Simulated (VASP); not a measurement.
# Co (Fd-3m) in VASP: further runs

Runs on Co. Level: PBE. Tasks: single point, relaxation of cell and atoms.

Program: VASP 6.6.1. These are calculated values, not measurements. Logs are shortened: lines on timing, memory, paths and dates and some standing lists are left out, and cuts for length are marked.

## (1) The cell of the first run

Symmetry: Fd-3m, No. 227, cubic system. The conventional cell has a = 4.918 Å, b = 4.918 Å, c = 4.918 Å, α = 90.00°, β = 90.00°, γ = 90.00°. Co (site symmetry -43m) has 4 Co at 2.13 Å within 2.8 Å.

## (2) Single point, PBE

Input file INCAR:

```
PREC = Accurate
ENCUT = 520
EDIFF = 1E-7
ISMEAR = 0
SIGMA = 0.1
LREAL = F
LASPH = T
NELM = 100
ALGO = Normal
ISIF = 2
LWAVE = F
LCHARG = F
GGA = PE
NBANDS = 16
```

Input file KPOINTS:

```
regular mesh
0
Gamma
  20 20 20
```

Input file POSCAR:

```
Co
1.0
    0.0000000000      2.4591855700      2.4591855700
    2.4591855700      0.0000000000      2.4591855700
    2.4591855700      2.4591855700      0.0000000000
Co
2
Direct
    0.0000000000      0.0000000000      0.0000000000
    0.2500000000      0.2500000000      0.2500000000
```

Potentials or basis: VASP PAW PBE potentials, release 64 (Co).

Run with:

```console
$ cat potpaw_PBE.64/Co/POTCAR > POTCAR
$ mpirun -np 1 vasp_std > vasp.out
```

OUTCAR:

```text
PREC = Accurate
   ENCUT = 520
   EDIFF = 1E-7
   ISMEAR = 0
   LREAL = F
   LASPH = T
   NELM = 100
   ISIF = 2
   GGA = PE

 ion  position               nearest neighbor table
   1  0.000  0.000  0.000-   2 2.13   2 2.13   2 2.13   2 2.13
   2  0.250  0.250  0.250-   1 2.13   1 2.13   1 2.13   1 2.13

  LATTYP: Found a face centered cubic cell.
 ALAT       =     4.9183711400

  Lattice vectors:

 A1 = (   0.0000000000,   2.4591855700,   2.4591855700)
 A2 = (   2.4591855700,   0.0000000000,   2.4591855700)
 A3 = (   2.4591855700,   2.4591855700,   0.0000000000)

Analysis of symmetry for initial positions (statically):
=====================================================================
 Subroutine PRICEL returns:
 Original cell was already a primitive cell.

 Routine SETGRP: Setting up the symmetry group for a
 face centered cubic supercell.

 Subroutine GETGRP returns: Found 48 space group operations
 (whereof 24 operations were pure point group operations)
 out of a pool of 48 trial point group operations.

The static configuration has the point symmetry T_d .
 The point group associated with its full space group is O_h .

Analysis of symmetry for dynamics (positions and initial velocities):
=====================================================================
 Subroutine PRICEL returns:
 Original cell was already a primitive cell.

 Routine SETGRP: Setting up the symmetry group for a
 face centered cubic supercell.

 Subroutine GETGRP returns: Found 48 space group operations
 (whereof 24 operations were pure point group operations)
 out of a pool of 48 trial point group operations.

The dynamic configuration has the point symmetry T_d .
 The point group associated with its full space group is O_h .

 Subroutine INISYM returns: Found 48 space group operations
 (whereof 24 operations are pure point group operations),
 and found     1 'primitive' translations

----------------------------------------------------------------------------------------

                                     Primitive cell

  volume of cell :      29.7443

  direct lattice vectors                    reciprocal lattice vectors
     0.000000000  2.459185570  2.459185570    -0.203319345  0.203319345  0.203319345
     2.459185570  0.000000000  2.459185570     0.203319345 -0.203319345  0.203319345
     2.459185570  2.459185570  0.000000000     0.203319345  0.203319345 -0.203319345

  length of vectors
     3.477813585  3.477813585  3.477813585     0.352159436  0.352159436  0.352159436

  position of ions in fractional coordinates (direct lattice)
     0.000000000  0.000000000  0.000000000
     0.250000000  0.250000000  0.250000000

  ion indices of the primitive-cell ions
   primitive index   ion index
                 1           1
                 2           2

----------------------------------------------------------------------------------------

 KPOINTS: regular mesh

Automatic generation of k-mesh.
 Grid dimensions read from file:
 generate k-points for:   20   20   20

 Generating k-lattice:

  Cartesian coordinates                     Fractional coordinates (reciprocal lattice)
    -0.010165967  0.010165967  0.010165967     0.050000000  0.000000000  0.000000000
     0.010165967 -0.010165967  0.010165967     0.000000000  0.050000000  0.000000000
     0.010165967  0.010165967 -0.010165967     0.000000000  0.000000000  0.050000000

  Length of vectors
     0.017607972  0.017607972  0.017607972

  Shift w.r.t. Gamma in fractional coordinates (k-lattice)
     0.000000000  0.000000000  0.000000000

 Subroutine IBZKPT returns following result:
 ===========================================

 Found    256 irreducible k-points:

 Following reciprocal coordinates:
            Coordinates               Weight
  0.000000  0.000000  0.000000      1.000000
  0.050000  0.000000  0.000000      8.000000
  0.100000  0.000000  0.000000      8.000000
  0.150000  0.000000  0.000000      8.000000
  0.200000  0.000000  0.000000      8.000000
  0.250000  0.000000  0.000000      8.000000
[... 16 lines left out ...]
 -0.400000  0.050000  0.000000     24.000000
 -0.350000  0.050000  0.000000     24.000000
 [... further k-points ...]
   k-points           NKPTS =    256   k-points in BZ     NKDIM =    256   number of bands    NBANDS=     16
   number of dos      NEDOS =    301   number of ions     NIONS =      2
   total plane-waves  NPLWV =  21952
   dimension x,y,z NGX =    28 NGY =   28 NGZ =   28
   dimension x,y,z NGXF=    56 NGYF=   56 NGZF=   56
   ions per type =               2
   NGX,Y,Z   is equivalent  to a cutoff of  13.38, 13.38, 13.38 a.u.
   NGXF,Y,Z  is equivalent  to a cutoff of  26.77, 26.77, 26.77 a.u.
 SYSTEM =  unknown system
   PREC   = accura    normal or accurate (medium, high low for compatibility)
   ISTART =      0    job   : 0-new  1-cont  2-samecut
   ICHARG =      2    charge: 1-file 2-atom 10-const
   ISPIN  =      1    spin polarized calculation?
   LNONCOLLINEAR =      F non collinear calculations
   LSORBIT =      F    spin-orbit coupling
   LASPH  =      T    aspherical Exc in radial PAW
   ENCUT  =  520.0 eV  38.22 Ry    6.18 a.u.   6.47  6.47  6.47*2*pi/ulx,y,z
   NELM   =    100;   NELMIN=  2; NELMDL= -5     # of ELM steps
   EDIFF  = 0.1E-06   stopping-criterion for ELM
   LREAL  =      F    real-space projection
   EDIFFG = 0.1E-05   stopping-criterion for IOM
   NSW    =      0    number of steps for IOM
   IBRION =     -1    ionic relax: 0-MD 1-quasi-New 2-CG
   NFREE  =      0    steps in history (QN), initial steepest desc. (CG)
   ISIF   =      2    stress and relaxation
   ISYM   =      2    0-nonsym 1-usesym 2-fastsym
   POTIM  = 0.5000    time-step for ionic-motion
   TEBEG  =    0.0;   TEEND  =   0.0 temperature during run
   PSTRESS=    0.0 pullay stress
   NELECT =      18.0000    total number of electrons
   NUPDOWN=      -1.0000    fix difference up-down
   EMIN   =  10.00;   EMAX   =-10.00  energy-range for DOS
   EFERMI =   0.00;   METHOD = LEGACY
   ISMEAR =     0;   SIGMA  =   0.10  broadening in eV -4-tet -1-fermi 0-gaus
   EFERMI_NEDOS =   21; number of points for ismear=-14 and -15
   IALGO  =     38    algorithm
   IMIX   =      4    mixing-type and parameters
     AMIX     =   0.40;   BMIX     =  1.00
     AMIX_MAG =   1.60;   BMIX_MAG =  1.00
  volume/ion in A,a.u.               =      14.87       100.36
  Fermi-wavevector in a.u.,A,eV,Ry     =   1.384728  2.616756 26.088772  1.917471
  Thomas-Fermi vector in A             =   2.509205
   LORBIT       =      0    0 simple, 1 ext, 2 COOP (PROOUT), +10 PAW based schemes
   GGA     = PE    functional components
   LHFCALC =     F    Hartree Fock is set to
   AEXX    =    0.0000 exact exchange contribution
   IVDW    =     0    specifies the selected vdW correction
   LEPSILON=     F    determine dielectric tensor
   LRPA    =     F    only Hartree local field effects (RPA)
 non-spin polarized calculation
 Gauss-broadening in eV      SIGMA  =   0.10
  energy-cutoff  :      520.00
  volume of cell :       29.74
 maximum number of plane-waves:       825
 NGX is ok and might be reduce to    28
   NGX = 13   NGY = 13   NGZ = 13

 number of electron      17.9999992 magnetization

 Free energy of the ion-electron system (eV)
  ---------------------------------------------------
  ext. energy  EPLUGINS =         0.00000000
  ---------------------------------------------------
  free energy    TOTEN  =       -11.40233305 eV

  energy without entropy =      -11.37915217  energy(sigma->0) =      -11.39074261

 E-fermi :   6.3331     XC(G=0): -11.3518

 val. band max:        6.3326478106   @ k =  -0.4500   0.3500   0.1500
 cond. band min:       6.3338814549   @ k =  -0.3000   0.3000   0.1000
 fundamental gap:      0.0012336444
 Fermi energy:         6.3330545644

 k-point     1 :       0.0000    0.0000    0.0000
  band No.  band energies     occupation
      1      -0.5496      2.00000
      2       3.3086      2.00000
      3       3.3086      2.00000
      4       3.4655      2.00000
      5       3.4655      2.00000
      6       3.4655      2.00000
[... 8 lines left out ...]
     15      19.9116      0.00000
     16      19.9116      0.00000

 k-point     2 :       0.0500    0.0000    0.0000
  band No.  band energies     occupation
      1      -0.5000      2.00000
      2       3.2665      2.00000
      3       3.2665      2.00000
      4       3.4679      2.00000
      5       3.5196      2.00000
      6       3.5196      2.00000
[... 8 lines left out ...]
     15      20.4729      0.00000
     16      20.4731      0.00000

 k-point     3 :       0.1000    0.0000    0.0000
  band No.  band energies     occupation
      1      -0.3524      2.00000
      2       3.2034      2.00000
      3       3.2034      2.00000
      4       3.4761      2.00000
      5       3.6156      2.00000
      6       3.6156      2.00000
[... 8 lines left out ...]
     15      20.6249      0.00000
     16      21.1888      0.00000

 k-point     4 :       0.1500    0.0000    0.0000
  band No.  band energies     occupation
      1      -0.1100      2.00000
      2       3.1552      2.00000
      3       3.1552      2.00000
      4       3.4926      2.00000
      5       3.7087      2.00000
      6       3.7087      2.00000
[... 8 lines left out ...]
     15      20.3258      0.00000
     16      21.8205      0.00000
[... 324 lines left out ...]
 k-point    22 :      -0.4500    0.0500    0.0000
  band No.  band energies     occupation
      1       2.6024      2.00000
      2       3.2735      2.00000
      3       3.3062      2.00000
      4       3.4447      2.00000
      5       3.5812      2.00000
      6       3.6295      2.00000
[... 8 lines left out ...]
     15      18.5537      0.00000
     16      20.1686      0.00000

 k-point    23 :      -0.4000    0.0500    0.0000
  band No.  band energies     occupation
      1       2.2542      2.00000
      2       3.2142      2.00000
      3       3.3315      2.00000
      4       3.4947      2.00000
      5       3.6233      2.00000
      6       3.7286      2.00000
[... 8 lines left out ...]
     15      18.6933      0.00000
     16      20.1391      0.00000

 k-point    24 :      -0.3500    0.0500    0.0000
  band No.  band energies     occupation
      1       1.7937      2.00000
      2       3.1383      2.00000
      3       3.2939      2.00000
      4       3.5708      2.00000
      5       3.6830      2.00000
      6       3.8154      2.00000
[... 8 lines left out ...]
     15      18.9031      0.00000
     16      20.2123      0.00000

 [... further k-points ...]

------------------------ aborting loop because EDIFF is reached ----------------------------------------

  FORCE on cell =-STRESS in cart. coord.  units (eV):
  Direction    XX          YY          ZZ          XY          YZ          ZX
  --------------------------------------------------------------------------------------
  -------------------------------------------------------------------------------------
  Total       -0.1857975     -0.1857975     -0.1857975      0.0000000      0.0000000      0.0000000
  in kB      -10.0079848    -10.0079848    -10.0079848      0.0000000      0.0000000      0.0000000
  external PRESSURE =     -10.0079848 kB  Pullay stress =       0.0000000 kB

 VOLUME and BASIS-vectors are now :
 -----------------------------------------------------------------------------
  energy-cutoff  :      520.00
  volume of cell :       29.74
      direct lattice vectors                 reciprocal lattice vectors
     0.000000000  2.459185570  2.459185570    -0.203319345  0.203319345  0.203319345
     2.459185570  0.000000000  2.459185570     0.203319345 -0.203319345  0.203319345
     2.459185570  2.459185570  0.000000000     0.203319345  0.203319345 -0.203319345

 POSITION                                       TOTAL-FORCE (eV/Angst)
 -----------------------------------------------------------------------------------
      0.00000      0.00000      0.00000        -0.000000      0.000000      0.000000
      1.22959      1.22959      1.22959         0.000000     -0.000000     -0.000000
 -----------------------------------------------------------------------------------
    total drift:                                0.000000      0.000000      0.000000

  FREE ENERGIE OF THE ION-ELECTRON SYSTEM (eV)
  ---------------------------------------------------
  free  energy   TOTEN  =       -11.4023330489 eV

  energy  without entropy=      -11.3791521676  energy(sigma->0) =      -11.39074261
```

Wall time 2.1 min (1 thread of Intel Xeon 6975P-C (Granite Rapids), shared host); peak memory 0.23 GiB.

What came out:

```yaml
Free_energy: -11.4023 eV
Pressure: -1.0 GPa
Band_gap_on_the_k_mesh: zero (band 9 reaches 6.78 eV, above the bottom of band 10 at 5.95 eV)
```

Levels at points of the mesh, in eV from the Fermi level:
```
           k point  band 7  band 8  band 9  band 10  band 11  band 12
(0.00, 0.00, 0.00)   -1.06   -1.06   -1.06     0.27     0.27    13.29
(0.50, 0.00, 0.00)   -1.49   -0.60   -0.60     0.07     0.07     1.46
(0.50, 0.50, 0.00)   -1.34   -1.34    0.24     0.24     1.85     1.85
```

Caveat: the run has no spin polarisation, though such a crystal can be magnetic.

(Part 1 of 2 ends here.)
